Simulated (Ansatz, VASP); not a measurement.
Sb2Se3: VASP beside Ansatz

INCAR

```
ALGO = Normal
EDIFF = 1E-7
EDIFFG = -0.08
ENCUT = 500
GGA = PE
GGA_COMPAT = F
IBRION = 2
ISIF = 3
ISMEAR = 0
LASPH = T
LCHARG = F
LREAL = F
LWAVE = F
NELM = 120
NELMIN = 4
NSW = 36
PREC = Accurate
SIGMA = 0.15
```

The input KPOINTS:

```
k-points
0
Gamma
  3 3 1
```

The input POSCAR:

```
Sb2Se3
1.0
    4.1522159200      0.0000000000      0.0000000000
   -2.0761079600      3.5959244700      0.0000000000
    0.0000000000      0.0000000000     18.2368655200
Sb Se
4 6
Direct
    0.3333333300      0.6666666700      0.3600649200
    0.6666666700      0.3333333300      0.8600649200
    0.6666666700      0.3333333300      0.6399350800
    0.3333333300      0.6666666700      0.1399350800
    0.6666666700      0.3333333300      0.2500000000
    0.3333333300      0.6666666700      0.7500000000
    0.3333333300      0.6666666700      0.5305600800
    0.6666666700      0.3333333300      0.0305600800
    0.3333333300      0.6666666700      0.9694399200
    0.6666666700      0.3333333300      0.4694399200
```

Input for Ansatz:

```yaml
crystal:
  lattice:
    - [4.15221592, 0.0, 0.0]
    - [-2.07610796, 3.59592447, 0.0]
    - [0.0, 0.0, 18.23686552]
  atoms:
    - { symbol: Sb, position: [0.33333333, 0.66666667, 0.36006492] }
    - { symbol: Sb, position: [0.66666667, 0.33333333, 0.86006492] }
    - { symbol: Sb, position: [0.66666667, 0.33333333, 0.63993508] }
    - { symbol: Sb, position: [0.33333333, 0.66666667, 0.13993508] }
    - { symbol: Se, position: [0.66666667, 0.33333333, 0.25] }
    - { symbol: Se, position: [0.33333333, 0.66666667, 0.75] }
    - { symbol: Se, position: [0.33333333, 0.66666667, 0.53056008] }
    - { symbol: Se, position: [0.66666667, 0.33333333, 0.03056008] }
    - { symbol: Se, position: [0.33333333, 0.66666667, 0.96943992] }
    - { symbol: Se, position: [0.66666667, 0.33333333, 0.46943992] }
basis:
  ecutwfc: 420
kpoints:
  mp_grid: { grid: [3, 3, 1] }
hamiltonian:
  xc: pbe
scf:
  occupations: { method: gaussian, width: 0.15 }
  lower_state_search: "off"
output:
  forces: true
  stress: true
  eigenvalues: true
relax:
  adjacent_minimum: "off"
  f_tol: 0.08
  max_steps: 16
  cell: { stress_tol: 0.8 }
```

Change from the starting cell: species swapped into the B3Ru2 type (P6_3/mmc, No. 194).

Alike in both runs: task relaxation of cell and atoms; functional PBE; k mesh 3 × 3 × 1; occupations gaussian, width 0.15 eV; no spin polarisation.

|  | VASP | Ansatz |
| --- | --- | --- |
| version | VASP 6.6.1 | Ansatz 0.2.0 |
| potentials or method | VASP PAW PBE potentials, release 64 (Sb, Se), cutoff 500 eV | scalar-relativistic, plane waves, PAW |
| valence electrons in the cell | 56 | 156 |

|  | VASP | Ansatz | Ansatz less VASP |
| --- | --- | --- | --- |
| relaxed volume (Å³/atom) | 29.66 | 27.86 | -1.798 |
| relaxed cell length with the largest relative difference (Å) | 21.230 | 20.092 | -1.1374 |

VASP's potentials hold 56 valence electrons a cell and Ansatz's 156, so a difference there can come from the potentials and not from the codes.

The k mesh is coarse, so the values compare programs but aren't converged. Spin-orbit coupling is off throughout.
